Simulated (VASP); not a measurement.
Set up this calculation in VASP 6.6.1, as the native input.

```yaml
Task: single point
Functional: PBE
Potentials_or_basis: VASP PAW PBE potentials, release 64 (Al, N)
Cutoff: 520 eV
k_mesh: 12 × 12 × 6
Occupations: gaussian, width 0.05 eV
Spin: no spin polarisation
Dipole_correction: no
Further_INCAR_settings: ALGO = Normal; EDIFF = 1e-06; NBANDS = 16
```

The structure of AlN lies in POSCAR:

```
AlN
1.0
    3.1302395629      0.0000000000      0.0586919918
   -1.5651197815      2.7108669814     -0.0293459959
    0.0940871185      0.0000000000      5.0179796548
Al N
2 2
Direct
    0.3333333333      0.6666666667      0.0017287175
    0.6666666667      0.3333333333      0.5017287175
    0.3333333333      0.6666666667      0.3832712825
    0.6666666667      0.3333333333      0.8832712825
```

This cell differs from its parent crystal: strain +0.0375 x Voigt [0, 0, 0, 0, 1, 0].

The input as run:

INCAR

```
SYSTEM = AlN
ALGO     = Normal         ! electronic algorithm
EDIFF    = 1E-6           ! SCF threshold, eV
ENCUT    = 520            ! plane-wave cutoff, eV
GGA      = PE             ! functional
ISIF     = 2              ! what is computed and relaxed
ISMEAR   = 0              ! smearing method
LASPH    = .True.         ! aspherical terms in the spheres
LCHARG   = .True.         ! write CHGCAR
LELF     = .True.         ! ELF
LREAL    = .False.        ! projectors in reciprocal space
LVHAR    = .True.       
LWAVE    = .False.        ! write WAVECAR
NBANDS   = 16             ! bands
NELM     = 80             ! most SCF steps
PREC     = Accurate       ! precision mode
SIGMA    = 0.05           ! smearing width, eV
```

KPOINTS

```
k-points
0
Gamma
  12 12 6
  0 0 0
```

Potentials or basis: VASP PAW PBE potentials, release 64 (Al, N).

Run with:

```console
$ cat potpaw_PBE.64/Al/POTCAR potpaw_PBE.64/N/POTCAR > POTCAR
$ mpirun -np 1 vasp_std > vasp.out
```

Results of the run:

The pressure is -0.2 GPa. The largest force is 0.184 eV/Å and the band gap on the k mesh is 3.99 eV, direct.

Caveat: the cell differs from its parent crystal (strain +0.0375 x Voigt [0, 0, 0, 0, 1, 0]).

Run time: 49 s on 1 thread of Intel(R) Xeon(R) 6975P-C (Granite Rapids) (shared host), peak memory 0.25 GiB.
